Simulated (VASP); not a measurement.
**TiSe: single point with PBEsol**

Crystal: TiSe.

```
Ti Se
1.0
     3.34616    0.00000    0.00000
    -1.67308    2.89786    0.00000
     0.00000    0.00000    6.74660
Ti Se
2 2
Direct
  0.00000 0.00000 0.00000
  0.00000 0.00000 0.50000
  0.33333 0.66667 0.25000
  0.66667 0.33333 0.75000
```

| Property | Result |
| --- | --- |
| Program | VASP 6.6.1 |
| Task | single point |
| Functional | PBEsol |
| Potentials or basis | VASP PAW PBE potentials, release 64 (Ti_sv, Se) |
| Cutoff | 520 eV |
| k mesh | 12 × 12 × 8 |
| Occupations | gaussian, width 0.1 eV |
| Spin | no spin polarisation |
| Dipole correction | no |
| Further INCAR settings | ALGO = Normal; EDIFF = 1e-06; NBANDS = 26 |

```yaml
Pressure: 1.3 GPa
Band_gap_on_the_k_mesh: zero (bands 18 and 19 overlap by 0.47 eV)
```

Levels at points of the mesh, in eV from the Fermi level:
```csv
k point,band 14,band 15,band 16,band 17,band 18,band 19,band 20,band 21,band 22,band 23
"(0.00, 0.00, 0.00)",-3.09,-2.14,-0.74,-0.74,-0.20,-0.20,0.05,0.05,1.13,1.13
"(0.50, 0.00, 0.00)",-4.69,-3.93,-2.54,-1.93,-1.01,0.59,1.72,1.84,1.85,1.97
"(0.00, 0.00, 0.50)",-2.47,-2.47,-2.47,-0.09,-0.09,0.41,0.41,0.41,0.41,2.48
"(0.50, 0.00, 0.50)",-4.84,-3.38,-3.38,-1.30,-1.30,1.65,1.65,1.78,1.78,2.23
```

Wall time 77 s on 1 thread of Intel(R) Xeon(R) 6975P-C (Granite Rapids), on a shared host, peak memory 0.28 GiB.

Caveat: the PAW data sets were made with another functional, which shifts forces and pressure a little.
